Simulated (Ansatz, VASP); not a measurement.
# Two plane-wave programs on Cu

```
CELL_PARAMETERS angstrom
3.95405 0.00000 0.00000
-1.97703 3.42431 0.00000
0.00000 0.00000 2.37503
ATOMIC_POSITIONS crystal
Cu 0.00000 0.00000 0.00000
Cu 0.33333 0.66667 0.50000
Cu 0.66667 0.33333 0.50000
```

Alike in both runs: task single point; functional PBE; k mesh 12 × 12 × 17; occupations fermi-dirac, width 0.1 eV; no spin polarisation.

|  | VASP | Ansatz |
| --- | --- | --- |
| version | VASP 6.6.1 | Ansatz 0.2.0 |
| potentials or method | VASP PAW PBE potentials, release 64 (Cu), cutoff 520 eV | plane waves (420 eV) with PAW, scalar-relativistic |
| valence electrons in the cell | 33 | 57 |

```csv
,VASP,Ansatz,Ansatz less VASP
pressure (GPa),24.2,23.7,-0.57
"traceless stress, the component that is largest in VASP (GPa)",-0.44,-0.33,+0.109
```

The functional is the same, so the differences come from potentials, cutoffs and numerics. VASP's potentials hold 33 valence electrons a cell and Ansatz's 57, so a difference there can come from the potentials and not from the codes.
